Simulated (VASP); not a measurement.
BaHfO3, 5 atoms in the cell. The structure is tetragonal, space group P4/mmm (No. 123). The conventional cell has a = 4.177 Å, b = 4.177 Å, c = 3.975 Å, α = 90.00°, β = 90.00°, γ = 90.00°. Within 3.8 Å of Ba (site symmetry 4/mmm) lie 12 O at 2.88 to 2.95 Å and 8 Hf at 3.56 Å. Within 2.6 Å of Hf (site symmetry 4/mmm) lie 6 O at 1.99 to 2.09 Å. Within 2.8 Å of O (site symmetry mmm) lie 2 Hf at 2.09 Å. Within 2.6 Å of O (site symmetry 4/mmm) lie 2 Hf at 1.99 Å.  This cell differs from its parent crystal: uniaxial x strain -4.8%.

| Item | Value |
| --- | --- |
| Program | VASP 6.6.1 |
| Task | single point |
| Functional | r2SCAN |
| Potentials or basis | VASP PAW PBE potentials, release 64 (Ba_sv, Hf_pv, O) |
| Cutoff | 520 eV |
| k mesh | 6 × 6 × 6 |
| Occupations | gaussian, width 0.01 eV |
| Spin | no spin polarisation |
| Dipole correction | no |
| Further INCAR settings | ALGO = Normal; EDIFF = 1e-07; NBANDS = 27 |

Potentials or basis: VASP PAW PBE potentials, release 64 (Ba_sv, Hf_pv, O).

Command:

```bash
$ cat potpaw_PBE.64/Ba_sv/POTCAR potpaw_PBE.64/Hf_pv/POTCAR potpaw_PBE.64/O/POTCAR > POTCAR
$ cp INCAR.step1 INCAR
$ mpirun -np 1 vasp_std > vasp.out
$ cp INCAR.step2 INCAR
$ mpirun -np 1 vasp_std > vasp.out
```

Hardware: 1 thread of Intel(R) Xeon(R) 6975P-C (Granite Rapids), with other jobs on the host.

Question: Estimate the wall time of this run.

Answer: Wall time 110 s on 1 thread of Intel(R) Xeon(R) 6975P-C (Granite Rapids), on a shared host, peak memory 0.23 GiB. Counts: k points 40.
